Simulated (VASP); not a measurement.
Set up this calculation in VASP 6.6.1, as the native input.

* Task: single point
* Functional: RPBE
* Potentials or basis: VASP PAW PBE potentials, release 64 (Na_pv, Cl)
* Cutoff: 520 eV
* k mesh: 7 × 7 × 7
* Occupations: gaussian, width 0.01 eV
* Spin: no spin polarisation
* Dipole correction: no
* Further INCAR settings: ALGO = Normal; EDIFF = 1e-07; NBANDS = 14

The structure of NaCl lies in POSCAR:

```
NaCl
1.0
    2.8600000000      0.0000000000      0.0000000000
    0.0000000000      2.8600000000      0.0000000000
    0.0000000000      0.0000000000      2.8600000000
Na Cl
1 1
Direct
    0.0000000000      0.0000000000      0.0000000000
    0.5000000000      0.5000000000      0.5000000000
```

These files were run (other wordings do the same):

INCAR

```
SYSTEM = NaCl
ALGO = Normal ; EDIFF = 1E-7
ENCUT = 520 ; GGA = RP
ISIF = 2 ; ISMEAR = 0
LASPH = .True. ; LCHARG = .False.
LREAL = .False. ; LWAVE = .False.
NBANDS = 14 ; NELM = 80
PREC = Accurate ; SIGMA = 0.01
```

KPOINTS

```
k-points
0
Gamma
  7 7 7
  0 0 0
```

Potentials or basis: VASP PAW PBE potentials, release 64 (Na_pv, Cl).

Command:

```console
$ cat potpaw_PBE.64/Na_pv/POTCAR potpaw_PBE.64/Cl/POTCAR > POTCAR
$ mpirun -np 1 vasp_std > vasp.out
```

Results of the run:

The pressure is 70.2 GPa and the band gap on the k mesh is 5.18 eV, direct.

Caveat: the PAW data sets were made with another functional, which shifts forces and pressure a little.

It took 6.1 s on 1 thread of AMD EPYC 7R13 Processor (Zen 3), with other jobs on the host, peak memory 0.1 GiB.
